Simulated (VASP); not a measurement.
Crystal: SrO.

```
CELL_PARAMETERS angstrom
0.00000 2.57989 2.44496
2.57989 0.00000 2.44496
2.57989 2.57989 0.00000
ATOMIC_POSITIONS crystal
Sr 0.00000 0.00000 0.00000
O 0.50000 0.50000 0.50000
```

This cell differs from its parent crystal: uniaxial z strain -5.2%.

Base run:

```yaml
Program: VASP 6.6.1
Functional: r2SCAN
Potentials_or_basis: VASP PAW PBE potentials, release 64 (Sr_sv, O)
Cutoff: 520 eV
k_mesh: 8 × 8 × 8
Occupations: gaussian, width 0.01 eV
Spin: no spin polarisation
```

Its results: band gap on the k mesh 3.40 eV, indirect (least direct gap 3.65 eV); pressure 7.1 GPa.

Question: The run is repeated on the same cell with these changes: functional from r2SCAN to PBE; occupations from gaussian, width 0.01 eV to fermi-dirac, width 0.02 eV. What comes out?

Answer: Band gap on the k mesh 2.93 eV, indirect (least direct gap 3.18 eV); pressure 8.9 GPa.

Caveats: the PAW data sets were made with another functional, which shifts forces and pressure a little (some runs).

A k mesh can miss the band edges.
